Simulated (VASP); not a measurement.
Write the native input for VASP 6.6.1 that does the following.

| Item | Value |
| --- | --- |
| Task | single point |
| Functional | PBE |
| Potentials or basis | VASP PAW PBE potentials, release 64 (Ba_sv, Pd, Sb) |
| Cutoff | 520 eV |
| k mesh | 8 × 8 × 8 |
| Occupations | fermi-dirac, width 0.1 eV |
| Spin | no spin polarisation |
| Dipole correction | no |
| k mesh for the DOS | 12 × 12 × 12 |
| Occupations for the DOS | tetrahedron |
| Further INCAR settings | ALGO = Normal; EDIFF = 1e-06; NBANDS = 26 |

BaSb3Pd:

```
Ba Pd Sb
1.0
     0.00000    4.94890    0.00000
     4.94890    0.00000    0.00000
     2.47445    2.47445   -5.80127
Ba Pd Sb
1 1 3
Direct
  0.00000 0.00000 0.00000
  0.64200 0.64200 0.71600
  0.74500 0.24500 0.51000
  0.24500 0.74500 0.51000
  0.40900 0.40900 0.18200
```

These files were run (other wordings do the same):

POSCAR

```
BaSb3Pd
1.0
    0.0000000000      4.9489010000      0.0000000000
    4.9489010000      0.0000000000      0.0000000000
    2.4744510000      2.4744510000     -5.8012700000
Ba Pd Sb
1 1 3
Direct
    0.0000000000      0.0000000000      0.0000000000
    0.6420000000      0.6420000000      0.7160000000
    0.7450000000      0.2450000000      0.5100000000
    0.2450000000      0.7450000000      0.5100000000
    0.4090000000      0.4090000000      0.1820000000
```

INCAR.step1

```
PREC     = Accurate       # precision mode
ENCUT    = 520            # plane-wave cutoff, eV
EDIFF    = 1E-6           # SCF threshold, eV
ISMEAR   = -1             # smearing method
SIGMA    = 0.1            # smearing width, eV
LREAL    = F              # projectors in reciprocal space
LASPH    = T              # aspherical terms in the spheres
NELM     = 80             # most SCF steps
ALGO     = Normal         # electronic algorithm
ISIF     = 2              # what is computed and relaxed
LWAVE    = F              # write WAVECAR
LCHARG   = T              # write CHGCAR
LMAXMIX  = 4              # l up to which the mixer works
GGA      = PE             # functional
NBANDS   = 26             # bands
```

KPOINTS.step1

```
Automatic mesh
0
Gamma
  8 8 8
```

INCAR.step2

```
PREC     = Accurate       # precision mode
ENCUT    = 520            # plane-wave cutoff, eV
EDIFF    = 1E-6           # SCF threshold, eV
ISMEAR   = -5             # smearing method
SIGMA    = 0.1            # smearing width, eV
LREAL    = F              # projectors in reciprocal space
LASPH    = T              # aspherical terms in the spheres
NELM     = 80             # most SCF steps
ALGO     = Normal         # electronic algorithm
ISIF     = 2              # what is computed and relaxed
LWAVE    = F              # write WAVECAR
LCHARG   = F              # write CHGCAR
LMAXMIX  = 4              # l up to which the mixer works
GGA      = PE             # functional
LORBIT   = 11             # projections on sites
NBANDS   = 26             # bands
NEDOS    = 2001           # points of the DOS
ICHARG   = 11             # starting density
```

KPOINTS.step2

```
Automatic mesh
0
Gamma
  12 12 12
```

Potentials or basis: VASP PAW PBE potentials, release 64 (Ba_sv, Pd, Sb).

Launch:

```console
$ cat potpaw_PBE.64/Ba_sv/POTCAR potpaw_PBE.64/Pd/POTCAR potpaw_PBE.64/Sb/POTCAR > POTCAR
$ cp INCAR.step1 INCAR
$ cp KPOINTS.step1 KPOINTS
$ mpirun -np 1 vasp_std > vasp.out
$ cp INCAR.step2 INCAR
$ cp KPOINTS.step2 KPOINTS
$ mpirun -np 1 vasp_std > vasp.out
```

Results of the run:

```yaml
Valence_electrons_inside_the_program's_atomic_spheres: Ba 7.91; Pd 9.49; Sb 2.39, 2.42 (each value once)
```

It took 4.4 min on 1 thread of Intel(R) Xeon(R) 6975P-C (Granite Rapids), with other jobs on the host, peak memory 0.73 GiB.
